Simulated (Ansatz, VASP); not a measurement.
## Two plane-wave programs on KCl

```xyz
2
Lattice="3.8646 0.0000 0.0000 0.0000 3.8646 0.0000 0.0000 0.0000 3.8646" Properties=species:S:1:pos:R:3 pbc="T T T"
K     0.0000    0.0000    0.0000
Cl    1.9323    1.9323    1.9323
```

Alike in both runs: task single point; functional LDA; k mesh 7 × 7 × 7; occupations fermi-dirac, width 0.05 eV; no spin polarisation.

```csv
,VASP,Ansatz
version,VASP 6.6.1,Ansatz 0.2.0
potentials or method,"VASP PAW LDA potentials, release 64 (K_sv, Cl)",Ansatz PAW
plane-wave cutoff (eV),520,420
valence electrons in the cell,16,16
```

VASP gave:

```
gap on the k mesh at the Fermi level (eV) : 4.31
least direct gap on the mesh (eV)         : 4.50
pressure (GPa)                            : -3.3
```

**Question.** What did Ansatz give for the same quantities?

**Answer.** gap on the k mesh at the Fermi level (eV): 4.31; least direct gap on the mesh (eV): 4.49; pressure (GPa): -3.4.

LDA's correlation is that of Perdew and Zunger in VASP and of Perdew and Wang (1992) in Ansatz.

Noted on Ansatz's run: odd divisions of the mesh miss points on the zone boundary, where band edges often lie, so the gap on the mesh can be too wide.
